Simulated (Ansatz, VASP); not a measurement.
**One calculation of CaGe4N, two programs**

```xyz
6
Lattice="5.0767 0.0000 0.0000 0.0000 5.0767 0.0000 0.0000 0.0000 5.0767" Properties=species:S:1:pos:R:3 pbc="T T T"
Ca    2.5383    2.5383    2.5383
Ge    0.9947    0.9947    0.9947
Ge    4.0820    4.0820    0.9947
Ge    4.0820    0.9947    4.0820
Ge    0.9947    4.0820    4.0820
N     0.0000    0.0000    0.0000
```

Alike in both runs: task relaxation of cell and atoms; functional PBE; k mesh 4 × 4 × 4; occupations gaussian, width 0.1 eV; no spin polarisation.

```csv
,VASP,Ansatz
version,VASP 6.6.1,Ansatz 0.2.0
potentials or method,"VASP PAW PBE potentials, release 64 (Ca_sv, Ge_d, N), cutoff 600 eV","scalar-relativistic, plane waves, PAW"
valence electrons in the cell,71,71
```

VASP gave:

- gap on the k mesh at the Fermi level, each at its own relaxed structure (eV): none
- relaxed volume (Å³/atom): 25.13
- relaxed cell length with the largest relative difference (Å): 5.323

Task: Which values does Ansatz return?

Result: gap on the k mesh at the Fermi level, each at its own relaxed structure (eV): none; relaxed volume (Å³/atom): 25.00; relaxed cell length with the largest relative difference (Å): 5.314.

A gap of «none» marks a metal or a gap that the smearing closes.

Noted on VASP's run: the volume moved by over 15 % at a fixed basis, so the end points are rough.
